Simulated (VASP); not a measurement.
Input of a VASP 6.6.1 run:

Contents of INCAR:

```
SYSTEM = Y
  ALGO = Normal
  EDIFF = 1E-7
  ENCUT = 520
  GGA = PS
  ISIF = 2
  ISMEAR = -1
  LASPH = .TRUE.
  LCHARG = .FALSE.
  LREAL = .FALSE.
  LWAVE = .FALSE.
  NBANDS = 18
  NELM = 100
  PREC = Accurate
  SIGMA = 0.05
```

The input KPOINTS:

```
k-points
0
G
  8 8 5
  0 0 0
```

POSCAR

```
Y
1.0
    3.1141660679      0.0000000000      0.0000000000
   -1.5570830340      2.6969469264      0.0000000000
    0.0000000000      0.0000000000      5.0113909213
Y
2
Direct
    0.6666666667      0.3333333333      0.7500000000
    0.3333333333      0.6666666667      0.2500000000
```

Potentials or basis: VASP PAW PBE potentials, release 64 (Y_sv).

Run with:

```bash
$ cat potpaw_PBE.64/Y_sv/POTCAR > POTCAR
$ mpirun -np 1 vasp_std > vasp.out
```

**Question.** Predict the pressure.

**Answer.** 29.6 GPa.

**Question.** Estimate the band gap on the k mesh.

**Answer.** Zero (band 11 reaches 7.43 eV, above the bottom of band 12 at 5.06 eV).

Caveat: the PAW data sets were made with another functional, which shifts forces and pressure a little.
